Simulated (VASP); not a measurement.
# TiO2 (P4_2/mnm) in VASP: further runs

The runs below take TiO2 through single point, with r2SCAN.

Everything below comes from runs of VASP 6.6.1. Logs are shortened: lines on timing, memory, paths and dates and some standing lists are left out, and cuts for length are marked.

### 1 The cell of the first run

Symmetry: P4_2/mnm, No. 136, tetragonal system. The conventional cell has a = 4.551 Å, b = 4.551 Å, c = 2.971 Å, α = 90.00°, β = 90.00°, γ = 90.00°. Ti (site symmetry mmm) has 6 O at 1.95 to 1.96 Å within 2.6 Å. O (site symmetry m2m) has 3 Ti at 1.95 to 1.96 Å and 1 O at 2.51 Å within 2.6 Å.

### 2 Single point, r2SCAN (in-plane strain -0.01)

File POSCAR:

```
TiO2
1.0
    4.5509756184      0.0000000000      0.0000000000
    0.0000000000      4.5509756184      0.0000000000
    0.0000000000      0.0000000000      2.9712643993
Ti O
2 4
Direct
    0.0000000000      0.0000000000      0.0000000000
    0.5000000000      0.5000000000      0.5000000000
    0.3046314432      0.3046314432      0.0000000000
    0.1953685568      0.8046314432      0.5000000000
    0.6953685568      0.6953685568      0.0000000000
    0.8046314432      0.1953685568      0.5000000000
```

File INCAR.step1:

```
SYSTEM = TiO2
ALGO = Normal
EDIFF = 1E-4
ENCUT = 520
GGA = PE
ISMEAR = 0
LASPH = .True.
LCHARG = .False.
LREAL = .False.
LWAVE = .True.
NBANDS = 33
NELM = 60
PREC = Accurate
SIGMA = 0.01
```

File INCAR.step2:

```
SYSTEM = TiO2
ALGO = Normal
EDIFF = 1E-6
ENCUT = 520
ISIF = 2
ISMEAR = 0
ISTART = 1
LASPH = .True.
LCHARG = .False.
LMIXTAU = .True.
LREAL = .False.
LWAVE = .False.
METAGGA = R2SCAN
NBANDS = 33
NELM = 60
PREC = Accurate
SIGMA = 0.01
```

File KPOINTS:

```
k-points
0
Gamma
  4 4 6
  0 0 0
```

Potentials or basis: VASP PAW PBE potentials, release 64 (Ti_sv, O).

The run is started by

```bash
$ cat potpaw_PBE.64/Ti_sv/POTCAR potpaw_PBE.64/O/POTCAR > POTCAR
$ cp INCAR.step1 INCAR
$ mpirun -np 1 vasp_std > vasp.out
$ cp INCAR.step2 INCAR
$ mpirun -np 1 vasp_std > vasp.out
```

OUTCAR:

```text
SYSTEM = TiO2
   EDIFF = 1E-6
   ENCUT = 520
   ISIF = 2
   ISMEAR = 0
   ISTART = 1
   LASPH = .True.
   LREAL = .False.
   METAGGA = R2SCAN
   NELM = 60
   PREC = Accurate

 ion  position               nearest neighbor table
   1  0.000  0.000  0.000-   4 1.95   6 1.95   4 1.95   6 1.95   5 1.96   3 1.96
   2  0.500  0.500  0.500-   3 1.95   5 1.95   3 1.95   5 1.95   4 1.96   6 1.96
   3  0.305  0.305  0.000-   2 1.95   2 1.95   1 1.96
   4  0.195  0.805  0.500-   1 1.95   1 1.95   2 1.96
   5  0.695  0.695  0.000-   2 1.95   2 1.95   1 1.96
   6  0.805  0.195  0.500-   1 1.95   1 1.95   2 1.96

  LATTYP: Found a simple tetragonal cell.
 ALAT       =     4.5509756184
 C/A-ratio  =     0.6528851500

  Lattice vectors:

 A1 = (   4.5509756184,   0.0000000000,   0.0000000000)
 A2 = (   0.0000000000,   4.5509756184,   0.0000000000)
 A3 = (   0.0000000000,   0.0000000000,   2.9712643993)

Analysis of symmetry for initial positions (statically):
=====================================================================
 Subroutine PRICEL returns:
 Original cell was already a primitive cell.

 Routine SETGRP: Setting up the symmetry group for a
 simple tetragonal supercell.

 Subroutine GETGRP returns: Found 16 space group operations
 (whereof  8 operations were pure point group operations)
 out of a pool of 16 trial point group operations.

The static configuration has the point symmetry D_2h.
 The point group associated with its full space group is D_4h.

Analysis of symmetry for dynamics (positions and initial velocities):
=====================================================================
 Subroutine PRICEL returns:
 Original cell was already a primitive cell.

 Routine SETGRP: Setting up the symmetry group for a
 simple tetragonal supercell.

 Subroutine GETGRP returns: Found 16 space group operations
 (whereof  8 operations were pure point group operations)
 out of a pool of 16 trial point group operations.

The dynamic configuration has the point symmetry D_2h.
 The point group associated with its full space group is D_4h.

 Subroutine INISYM returns: Found 16 space group operations
 (whereof  8 operations are pure point group operations),
 and found     1 'primitive' translations

----------------------------------------------------------------------------------------

[... 100 lines left out ...]
   LREAL  =      F    real-space projection
   EDIFFG = 0.1E-04   stopping-criterion for IOM
   NSW    =      0    number of steps for IOM
   IBRION =     -1    ionic relax: 0-MD 1-quasi-New 2-CG
   NFREE  =      0    steps in history (QN), initial steepest desc. (CG)
   ISIF   =      2    stress and relaxation
   ISYM   =      2    0-nonsym 1-usesym 2-fastsym
   POTIM  = 0.5000    time-step for ionic-motion
   TEBEG  =    0.0;   TEEND  =   0.0 temperature during run
   PSTRESS=    0.0 pullay stress
   NELECT =      48.0000    total number of electrons
   NUPDOWN=      -1.0000    fix difference up-down
   EMIN   =  10.00;   EMAX   =-10.00  energy-range for DOS
   EFERMI =   0.00;   METHOD = LEGACY
   ISMEAR =     0;   SIGMA  =   0.01  broadening in eV -4-tet -1-fermi 0-gaus
   EFERMI_NEDOS =   21; number of points for ismear=-14 and -15
   IALGO  =     38    algorithm
   IMIX   =      4    mixing-type and parameters
     AMIX     =   0.40;   BMIX     =  1.00
     AMIX_MAG =   1.60;   BMIX_MAG =  1.00
  volume/ion in A,a.u.               =      10.26        69.21
  Fermi-wavevector in a.u.,A,eV,Ry     =   1.506972  2.847764 30.898343  2.270964
  Thomas-Fermi vector in A             =   2.617619
   LORBIT       =      0    0 simple, 1 ext, 2 COOP (PROOUT), +10 PAW based schemes
   METAGGA = R2SCAN    functional components
   LHFCALC =     F    Hartree Fock is set to
   AEXX    =    0.0000 exact exchange contribution
   IVDW    =     0    specifies the selected vdW correction
   LEPSILON=     F    determine dielectric tensor
   LRPA    =     F    only Hartree local field effects (RPA)
 non-spin polarized calculation
 Gauss-broadening in eV      SIGMA  =   0.01
  energy-cutoff  :      520.00
  volume of cell :       61.54
 maximum number of plane-waves:      1681
 NGX is ok and might be reduce to    36
   NGX = 17   NGY = 17   NGZ = 11

 number of electron      48.0000008 magnetization

 Free energy of the ion-electron system (eV)
  ---------------------------------------------------
  ext. energy  EPLUGINS =         0.00000000
  ---------------------------------------------------
  free energy    TOTEN  =       -69.77234005 eV

  energy without entropy =      -69.77234005  energy(sigma->0) =      -69.77234005

 E-fermi :   4.9459     XC(G=0): -12.2432

 val. band max:        4.7385402259   @ k =   0.0000   0.0000   0.0000
 cond. band min:       6.9830511903   @ k =   0.0000   0.0000   0.0000
 fundamental gap:      2.2445109644
 Fermi energy:         4.9459257359

 k-point     1 :       0.0000    0.0000    0.0000
  band No.  band energies     occupation
      1     -54.4021      2.00000
      2     -54.3823      2.00000
      3     -29.6840      2.00000
      4     -29.6840      2.00000
      5     -29.4950      2.00000
      6     -29.4950      2.00000
[... 853 lines left out ...]
     32      11.0348      0.00000
     33      11.1289      0.00000

------------------------ aborting loop because EDIFF is reached ----------------------------------------

  FORCE on cell =-STRESS in cart. coord.  units (eV):
  Direction    XX          YY          ZZ          XY          YZ          ZX
  --------------------------------------------------------------------------------------
  -------------------------------------------------------------------------------------
  Total        2.0338597      2.0338597      0.8827036      0.0000000      0.0000000      0.0000000
  in kB       52.9518640     52.9518640     22.9813303      0.0000000      0.0000000      0.0000000
  external PRESSURE =      42.9616861 kB  Pullay stress =       0.0000000 kB

 VOLUME and BASIS-vectors are now :
 -----------------------------------------------------------------------------
  energy-cutoff  :      520.00
  volume of cell :       61.54
      direct lattice vectors                 reciprocal lattice vectors
     4.550975618  0.000000000  0.000000000     0.219733104  0.000000000  0.000000000
     0.000000000  4.550975618  0.000000000     0.000000000  0.219733104  0.000000000
     0.000000000  0.000000000  2.971264399     0.000000000  0.000000000  0.336557056

 POSITION                                       TOTAL-FORCE (eV/Angst)
 -----------------------------------------------------------------------------------
      0.00000      0.00000      0.00000         0.000000      0.000000      0.000000
      2.27549      2.27549      1.48563         0.000000      0.000000      0.000000
      1.38637      1.38637      0.00000        -0.059972     -0.059972      0.000000
      0.88912      3.66186      1.48563         0.059972     -0.059972      0.000000
      3.16461      3.16461      0.00000         0.059972      0.059972     -0.000000
      3.66186      0.88912      1.48563        -0.059972      0.059972     -0.000000
 -----------------------------------------------------------------------------------
    total drift:                                0.000000      0.000000      0.000000

  FREE ENERGIE OF THE ION-ELECTRON SYSTEM (eV)
  ---------------------------------------------------
  free  energy   TOTEN  =       -69.7723400464 eV

  energy  without entropy=      -69.7723400464  energy(sigma->0) =      -69.77234005
```

OSZICAR.step1:

```text
N       E                     dE             d eps       ncg     rms          rms(c)
DAV:   1     0.651936591332E+03    0.65194E+03   -0.24163E+04  1584   0.173E+03
DAV:   2     0.246000409243E+02   -0.62734E+03   -0.58433E+03  1720   0.513E+02
DAV:   3    -0.660025856223E+02   -0.90603E+02   -0.88889E+02  2148   0.187E+02
DAV:   4    -0.708336055095E+02   -0.48310E+01   -0.48191E+01  2253   0.413E+01
DAV:   5    -0.710403223764E+02   -0.20672E+00   -0.20669E+00  2140   0.680E+00    0.319E+01
DAV:   6    -0.538332976001E+02    0.17207E+02   -0.74517E+01  2075   0.890E+01    0.108E+01
DAV:   7    -0.538339515239E+02   -0.65392E-03   -0.12691E+01  1965   0.318E+01    0.927E+00
DAV:   8    -0.536992961036E+02    0.13466E+00   -0.41409E-01  1892   0.535E+00    0.708E+00
DAV:   9    -0.537086443642E+02   -0.93483E-02   -0.10665E+00  2023   0.121E+01    0.306E+00
DAV:  10    -0.536056296225E+02    0.10301E+00   -0.49493E-01  1976   0.710E+00    0.953E-01
DAV:  11    -0.535968599145E+02    0.87697E-02   -0.30831E-02  2079   0.126E+00    0.472E-01
DAV:  12    -0.535959538276E+02    0.90609E-03   -0.58980E-03  1809   0.737E-01    0.137E-01
DAV:  13    -0.535956506930E+02    0.30313E-03   -0.90240E-04  1972   0.280E-01    0.293E-02
DAV:  14    -0.535956551142E+02   -0.44211E-05   -0.40603E-05  1002   0.644E-02
   1 F= -.53595655E+02 E0= -.53595655E+02  d E =-.519622E-40
```

Wall time 68 s (1 thread of Intel Xeon 6975P-C (Granite Rapids), shared host); peak memory 0.19 GiB.

Results:

* Free energy: -69.7723 eV
* Pressure: 4.3 GPa
* Largest force: 0.085 eV/Å
* Band gap on the k mesh: 2.24 eV, direct

Forces on the atoms (eV/Å):
```
Ti   0.000  0.000  0.000
Ti   0.000  0.000  0.000
O   -0.060 -0.060  0.000
O    0.060 -0.060  0.000
O    0.060  0.060  0.000
O   -0.060  0.060  0.000
```

Levels at points of the mesh, in eV from the valence-band top:
```tsv
k point	band 22	band 23	band 24	band 25	band 26	band 27
(0.00, 0.00, 0.00)	-0.49	-0.49	0.00	2.24	2.60	2.76
(0.50, 0.00, 0.00)	-1.82	-0.80	-0.80	2.95	2.95	3.43
(0.50, 0.50, 0.00)	-1.48	-1.12	-1.12	2.30	2.30	2.88
(0.00, 0.00, 0.50)	-2.53	-1.50	-1.50	3.38	3.38	3.51
(0.50, 0.00, 0.50)	-2.11	-1.13	-1.13	2.30	2.30	3.54
(0.50, 0.50, 0.50)	-1.37	-0.71	-0.71	2.99	2.99	3.56
```

Caveat: the cell differs from its parent crystal (in-plane strain -0.01); the PAW data sets were made with another functional, which shifts forces and pressure a little. A k mesh can miss the band edges.

### 3 Single point, r2SCAN (film at in-plane strain -0.01)

File POSCAR:

```
TiO2
1.0
    4.5509756184      0.0000000000      0.0000000000
    0.0000000000      4.5509756184      0.0000000000
    0.0000000000      0.0000000000      2.9736608983
Ti O
2 4
Direct
    0.0000000000      0.0000000000      0.0000000000
    0.5000000000      0.5000000000      0.5000000000
    0.3042598755      0.3042598755      0.0000000000
    0.1957401245      0.8042598755      0.5000000000
    0.6957401245      0.6957401245      0.0000000000
    0.8042598755      0.1957401245      0.5000000000
```

File INCAR.step1:

```
PREC = Accurate
ENCUT = 520
ISMEAR = 0
SIGMA = 0.01
LREAL = False
LASPH = True
NELM = 80
NBANDS = 33
GGA = PE
ALGO = Normal
EDIFF = 1E-4
LWAVE = True
LCHARG = False
```

File INCAR.step2:

```
PREC = Accurate
ENCUT = 520
EDIFF = 1E-6
ISMEAR = 0
SIGMA = 0.01
LREAL = False
LASPH = True
NELM = 80
ALGO = Normal
ISIF = 2
LWAVE = False
LCHARG = False
METAGGA = R2SCAN
LMIXTAU = True
NBANDS = 33
ISTART = 1
```

File KPOINTS:

```
Automatic mesh
0
Gamma
  4 4 6
```

Potentials or basis: VASP PAW PBE potentials, release 64 (Ti_sv, O).

The run is started by

```bash
$ cat potpaw_PBE.64/Ti_sv/POTCAR potpaw_PBE.64/O/POTCAR > POTCAR
$ cp INCAR.step1 INCAR
$ mpirun -np 1 vasp_std > vasp.out
$ cp INCAR.step2 INCAR
$ mpirun -np 1 vasp_std > vasp.out
```

Run time: 71 s. Hardware: 1 thread of Intel Xeon 6975P-C (Granite Rapids), shared host; peak memory 0.19 GiB.

The run converged. Its results:

* Free energy: -69.7736 eV
* Pressure: 3.9 GPa
* Largest force: 0.026 eV/Å
* Band gap on the k mesh: 2.23 eV, direct

Forces in eV/Å, atoms in the order of the input:
```
Ti   0.000  0.000  0.000
Ti   0.000  0.000  0.000
O   -0.018 -0.018  0.000
O    0.018 -0.018  0.000
O    0.018  0.018  0.000
O   -0.018  0.018  0.000
```

Stress tensor (GPa, compression positive):
```
5.05 0.00 0.00
0.00 5.05 0.00
0.00 0.00 1.71
```

Levels at points of the mesh, in eV from the valence-band top:
```tsv
k point	band 20	band 21	band 22	band 23	band 24	band 25	band 26	band 27	band 28	band 29
(0.00, 0.00, 0.00)	-2.22	-0.83	-0.50	-0.50	0.00	2.23	2.58	2.74	2.84	2.84
(0.50, 0.00, 0.00)	-3.21	-1.83	-1.83	-0.80	-0.80	2.93	2.93	3.42	3.42	3.93
(0.50, 0.50, 0.00)	-2.24	-1.49	-1.49	-1.14	-1.14	2.28	2.28	2.87	2.87	4.20
(0.00, 0.00, 0.50)	-2.85	-2.54	-2.54	-1.50	-1.50	3.38	3.38	3.49	3.49	4.08
(0.50, 0.00, 0.50)	-2.53	-2.11	-2.11	-1.13	-1.13	2.29	2.29	3.52	3.52	4.33
(0.50, 0.50, 0.50)	-2.81	-1.38	-1.38	-0.71	-0.71	2.98	2.98	3.54	3.54	3.62
```

Caveat: the cell differs from its parent crystal (film at in-plane strain -0.01); the PAW data sets were made with another functional, which shifts forces and pressure a little.

### 4 Single point, r2SCAN (in-plane strain -0.005, then relaxed in part)

File POSCAR:

```
TiO2
1.0
    4.5739603438      0.0000000000      0.0000000000
    0.0000000000      4.5739603438      0.0000000000
    0.0000000000      0.0000000000      2.9636428776
Ti O
2 4
Direct
    0.0000000000      0.0000000000      0.0000000000
    0.5000000000      0.5000000000      0.5000000000
    0.3044176208      0.3044176208      0.0000000000
    0.1955823792      0.8044176208      0.5000000000
    0.6955823792      0.6955823792      0.0000000000
    0.8044176208      0.1955823792      0.5000000000
```

File INCAR.step1:

```
  PREC = Accurate
  ENCUT = 520
  ISMEAR = 0
  SIGMA = 0.01
  LREAL = False
  LASPH = True
  NELM = 80
  NBANDS = 33
  GGA = PE
  ALGO = Normal
  EDIFF = 1E-4
  LWAVE = True
  LCHARG = False
```

File INCAR.step2:

```
  PREC = Accurate
  ENCUT = 520
  EDIFF = 1E-6
  ISMEAR = 0
  SIGMA = 0.01
  LREAL = False
  LASPH = True
  NELM = 80
  ALGO = Normal
  ISIF = 2
  LWAVE = False
  LCHARG = True
  METAGGA = R2SCAN
  LMIXTAU = True
  LELF = True
  LVHAR = True
  NBANDS = 33
  ISTART = 1
```

KPOINTS is that of step 3.

The run is started by

```bash
$ cat potpaw_PBE.64/Ti_sv/POTCAR potpaw_PBE.64/O/POTCAR > POTCAR
$ cp INCAR.step1 INCAR
$ mpirun -np 1 vasp_std > vasp.out
$ cp INCAR.step2 INCAR
$ mpirun -np 1 vasp_std > vasp.out
```

Wall time 72 s (1 thread of Intel Xeon 6975P-C (Granite Rapids), shared host); peak memory 0.2 GiB.

The run converged. Its results:

```
Free energy            : -69.7875 eV
Pressure               : 2.5 GPa
Largest force          : 0.030 eV/Å
Band gap on the k mesh : 2.23 eV, direct
```

Forces on the atoms (eV/Å):
```
Ti   0.000  0.000  0.000
Ti   0.000  0.000  0.000
O   -0.021 -0.021  0.000
O    0.021 -0.021  0.000
O    0.021  0.021  0.000
O   -0.021  0.021  0.000
```

Stress tensor (GPa, compression positive):
```
2.98 0.00 0.00
0.00 2.98 0.00
0.00 0.00 1.69
```

Levels at points of the mesh, in eV from the valence-band top:
```
           k point  band 20  band 21  band 22  band 23  band 24  band 25  band 26  band 27  band 28  band 29
(0.00, 0.00, 0.00)    -2.15    -0.80    -0.50    -0.50     0.00     2.23     2.56     2.76     2.86     2.86
(0.50, 0.00, 0.00)    -3.18    -1.77    -1.77    -0.79    -0.79     2.92     2.92     3.41     3.41     3.94
(0.50, 0.50, 0.00)    -2.23    -1.44    -1.44    -1.13    -1.13     2.27     2.27     2.88     2.88     4.20
(0.00, 0.00, 0.50)    -2.87    -2.47    -2.47    -1.49    -1.49     3.35     3.35     3.54     3.54     4.06
(0.50, 0.00, 0.50)    -2.50    -2.09    -2.09    -1.11    -1.11     2.29     2.29     3.57     3.57     4.30
(0.50, 0.50, 0.50)    -2.84    -1.35    -1.35    -0.72    -0.72     2.97     2.97     3.59     3.59     3.61
```

Caveat: the cell differs from its parent crystal (in-plane strain -0.005, then relaxed in part); the PAW data sets were made with another functional, which shifts forces and pressure a little. A k mesh can miss the band edges.

### 5 Single point, r2SCAN (in-plane strain -0.005)

File POSCAR:

```
TiO2
1.0
    4.5739603438      0.0000000000      0.0000000000
    0.0000000000      4.5739603438      0.0000000000
    0.0000000000      0.0000000000      2.9624037699
Ti O
2 4
Direct
    0.0000000000      0.0000000000      0.0000000000
    0.5000000000      0.5000000000      0.5000000000
    0.3046314432      0.3046314432      0.0000000000
    0.1953685568      0.8046314432      0.5000000000
    0.6953685568      0.6953685568      0.0000000000
    0.8046314432      0.1953685568      0.5000000000
```

File INCAR.step1:

```
  ALGO = Normal
  EDIFF = 1E-4
  ENCUT = 520
  GGA = PE
  ISMEAR = 0
  LASPH = T
  LCHARG = F
  LREAL = F
  LWAVE = T
  NBANDS = 33
  NELM = 80
  PREC = Accurate
  SIGMA = 0.01
```

File INCAR.step2:

```
  ALGO = Normal
  EDIFF = 1E-6
  ENCUT = 520
  ISIF = 2
  ISMEAR = 0
  ISTART = 1
  LASPH = T
  LCHARG = F
  LMIXTAU = T
  LREAL = F
  LWAVE = F
  METAGGA = R2SCAN
  NBANDS = 33
  NELM = 80
  PREC = Accurate
  SIGMA = 0.01
```

File KPOINTS:

```
k-points
0
Gamma
  4 4 6
```

The run is started by

```bash
$ cat potpaw_PBE.64/Ti_sv/POTCAR potpaw_PBE.64/O/POTCAR > POTCAR
$ cp INCAR.step1 INCAR
$ mpirun -np 1 vasp_std > vasp.out
$ cp INCAR.step2 INCAR
$ mpirun -np 1 vasp_std > vasp.out
```

It took 72 s on 1 thread of Intel Xeon 6975P-C (Granite Rapids), shared host; peak memory 0.19 GiB.

Results (log left out):

```
Free energy            : -69.7870 eV
Pressure               : 2.7 GPa
Largest force          : 0.063 eV/Å
Band gap on the k mesh : 2.24 eV, direct
```

Forces in eV/Å, atoms in the order of the input:
```
Ti   0.000  0.000  0.000
Ti   0.000  0.000  0.000
O   -0.044 -0.044  0.000
O    0.044 -0.044  0.000
O    0.044  0.044  0.000
O   -0.044  0.044  0.000
```

Stress tensor (GPa, compression positive):
```
3.12 0.00 0.00
0.00 3.12 0.00
0.00 0.00 2.00
```

Levels at points of the mesh, in eV from the valence-band top:
```tsv
k point	band 22	band 23	band 24	band 25	band 26	band 27
(0.00, 0.00, 0.00)	-0.49	-0.49	0.00	2.24	2.58	2.77
(0.50, 0.00, 0.00)	-1.76	-0.79	-0.79	2.94	2.94	3.42
(0.50, 0.50, 0.00)	-1.43	-1.13	-1.13	2.28	2.28	2.89
(0.00, 0.00, 0.50)	-2.46	-1.49	-1.49	3.36	3.36	3.55
(0.50, 0.00, 0.50)	-2.09	-1.11	-1.11	2.29	2.29	3.58
(0.50, 0.50, 0.50)	-1.35	-0.72	-0.72	2.98	2.98	3.60
```

Caveat: the cell differs from its parent crystal (in-plane strain -0.005); the PAW data sets were made with another functional, which shifts forces and pressure a little. A k mesh can miss the band edges.

### 6 Overview

| cell | gap on the mesh (eV) | pressure (GPa) | largest force (eV/Å) |
| --- | --- | --- | --- |
| a = 4.551, b = 4.551, c = 2.971 Å, 6 atoms | 2.24 | 4.3 | 0.08 |
| a = 4.551, b = 4.551, c = 2.974 Å, 6 atoms | 2.23 | 3.9 | 0.03 |
| a = 4.574, b = 4.574, c = 2.964 Å, 6 atoms | 2.23 | 2.5 | 0.03 |
| a = 4.574, b = 4.574, c = 2.962 Å, 6 atoms | 2.24 | 2.7 | 0.06 |

Alike in all rows: task single point; level r2SCAN; potentials or basis VASP PAW PBE potentials, release 64 (Ti_sv, O); no spin polarisation; k mesh 4 × 4 × 6; cutoff (eV) 520; smearing gaussian 0.01 eV.

Caveats: the PAW data sets were made with another functional, which shifts forces and pressure a little.

Total energies depend on the potentials used, so only differences within one code and one set of settings carry meaning.
